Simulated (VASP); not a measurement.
Here is a VASP 6.6.1 calculation.

INCAR

```
SYSTEM = TaBi
PREC = Accurate
ENCUT = 520
EDIFF = 1E-7
ISMEAR = -1
SIGMA = 0.05
LREAL = .FALSE.
LASPH = .TRUE.
NELM = 60
ALGO = Normal
ISIF = 2
LWAVE = .FALSE.
LCHARG = .TRUE.
LELF = .TRUE.
LVHAR = .TRUE.
NBANDS = 20
```

File KPOINTS:

```
Automatic mesh
0
G
  11 11 11
  0 0 0
```

File POSCAR:

```
TaBi
1.0
    3.4409952215      0.0000000000      0.0000000000
    0.0000000000      3.4409952215      0.0000000000
    0.0000000000      0.0000000000      3.4409952215
Ta Bi
1 1
Direct
    0.0000000000      0.0000000000      0.0000000000
    0.5000000000      0.5000000000      0.5000000000
```

Potentials or basis: VASP PAW LDA potentials, release 64 (Ta_pv, Bi_d).

Command:

```bash
$ cat potpaw_LDA.64/Ta_pv/POTCAR potpaw_LDA.64/Bi_d/POTCAR > POTCAR
$ mpirun -np 1 vasp_std > vasp.out
```

Q: Predict the pressure.

A: 0.4 GPa.

Q: Predict the band gap on the k mesh.

A: Zero (band 13 reaches 11.36 eV, above the bottom of band 14 at 9.16 eV).

Caveat: spin-orbit coupling is left out, which moves the levels of the heavy elements.
